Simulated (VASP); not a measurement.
Here is a VASP 6.6.1 calculation.

Contents of INCAR:

```
ALGO = Normal
EDIFF = 1E-7
EDIFFG = -0.01
ENCUT = 500
GGA = PE
GGA_COMPAT = F
IBRION = 2
ISIF = 4
ISMEAR = 0
LASPH = T
LCHARG = F
LREAL = F
LWAVE = F
NELM = 120
NELMIN = 4
NSW = 60
PREC = Accurate
SIGMA = 0.05
```

File KPOINTS:

```
k-points
0
Gamma
  10 10 6
```

File POSCAR:

```
BiS
1.0
    4.4688099726      0.0000000000      0.0000000000
   -2.2344049863      3.8701029610      0.0000000000
    0.0000000000      0.0000000000      6.9126725497
Bi S
2 2
Direct
    0.0000000000      0.0000000000      0.0000000000
    0.0000000000      0.0000000000      0.5000000000
    0.3333333333      0.6666666667      0.2500000000
    0.6666666667      0.3333333333      0.7500000000
```

Potentials or basis: VASP PAW PBE potentials, release 64 (Bi_d, S).

The run is started by

```sh
$ cat potpaw_PBE.64/Bi_d/POTCAR potpaw_PBE.64/S/POTCAR > POTCAR
$ mpirun -np 1 vasp_std > vasp.out
```

**Question.** Estimate the band gap on the k mesh.

**Answer.** Zero (bands 21 and 22 overlap by 1.41 eV).

Step by step:
| step | energy change (eV) | largest force (eV/Å) | pressure (GPa) | volume (Å³) |
| --- | --- | --- | --- | --- |
| 1 | 0.0000 | 0.0000 | -4.34 | 119.55 |
| 2 | -0.0003 | 0.0000 | -4.32 | 119.55 |
| 3 | -0.0007 | 0.0000 | -4.28 | 119.55 |

Caveat: spin-orbit coupling is left out, which moves the levels of the heavy elements.
